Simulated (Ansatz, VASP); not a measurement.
## Al2Cu: VASP beside Ansatz

INCAR

```
SYSTEM = Al2Cu
PREC = Accurate ; ENCUT = 600
EDIFF = 1E-6 ; ISMEAR = 0
SIGMA = 0.2 ; LREAL = .FALSE.
LASPH = .TRUE. ; NELM = 60
ALGO = Fast ; ISIF = 3
LWAVE = .FALSE. ; LCHARG = .FALSE.
GGA = PE ; IBRION = 2
NSW = 80 ; EDIFFG = -0.025
```

File KPOINTS:

```
regular mesh
0
G
  8 4 4
  0 0 0
```

Contents of POSCAR:

```
Al2Cu
1.0
    2.8760680860     -0.0281833283      0.0107817424
   -0.0563666567      5.6538547839      0.1092761896
    0.0221081944      0.1120365877      5.7624613377
Al Cu
4 2
Direct
    0.5052401374      0.2438486150      0.7255152136
    0.4806849682      0.7555899859      0.7183977115
    0.5026244464      0.2434820740      0.2681746125
    0.4778141240      0.7530635265      0.2817879494
    0.0027247149      0.4989344009      0.0013788452
    0.0309116091      0.0050813978      0.0047456677
```

Input for Ansatz:

```yaml
crystal:
  lattice:
    - [2.876068086, -0.0281833283, 0.0107817424]
    - [-0.0563666567, 5.6538547839, 0.1092761896]
    - [0.0221081944, 0.1120365877, 5.7624613377]
  atoms:
    - { symbol: Al, position: [0.5052401374, 0.243848615, 0.7255152136] }
    - { symbol: Al, position: [0.4806849682, 0.7555899859, 0.7183977115] }
    - { symbol: Al, position: [0.5026244464, 0.243482074, 0.2681746125] }
    - { symbol: Al, position: [0.477814124, 0.7530635265, 0.2817879494] }
    - { symbol: Cu, position: [0.0027247149, 0.4989344009, 0.0013788452] }
    - { symbol: Cu, position: [0.0309116091, 0.0050813978, 0.0047456677] }
basis:
  ecutwfc: 420
kpoints:
  mp_grid: { grid: [8, 4, 4] }
hamiltonian:
  xc: pbe
scf:
  occupations: { method: gaussian, width: 0.2 }
  lower_state_search: "off"
output:
  forces: true
  stress: true
  eigenvalues: true
relax:
  adjacent_minimum: "off"
  f_tol: 0.025
  max_steps: 60
  cell: { stress_tol: 0.25 }
```

Change from the starting cell: cell x2, atoms moved at random (sigma 0.05 Å) and cell strained at random (1.5 %), then relaxed without symmetry.

Alike in both runs: task relaxation of cell and atoms; functional PBE; k mesh 8 × 4 × 4; occupations gaussian, width 0.2 eV; no spin polarisation.

```csv
,VASP,Ansatz
version,VASP 6.6.1,Ansatz 0.2.0
potentials or method,"VASP PAW PBE potentials, release 64 (Al, Cu), cutoff 600 eV","scalar-relativistic, plane waves, PAW"
valence electrons in the cell,34,50
```

VASP gave:

| Property | Result |
| --- | --- |
| gap on the k mesh at the Fermi level, each at its own relaxed structure (eV) | none |
| relaxed volume (Å³/atom) | 15.72 |
| relaxed length of the cell vector where the two differ most in proportion (Å) | 5.890 |

Q: What did Ansatz give for the same quantities?

A: gap on the k mesh at the Fermi level, each at its own relaxed structure (eV): none; relaxed volume (Å³/atom): 15.68; relaxed length of the cell vector where the two differ most in proportion (Å): 5.882.

A gap of «none» marks a metal or a gap that the smearing closes. VASP's potentials hold 34 valence electrons a cell and Ansatz's 50, so a difference there can come from the potentials and not from the codes.
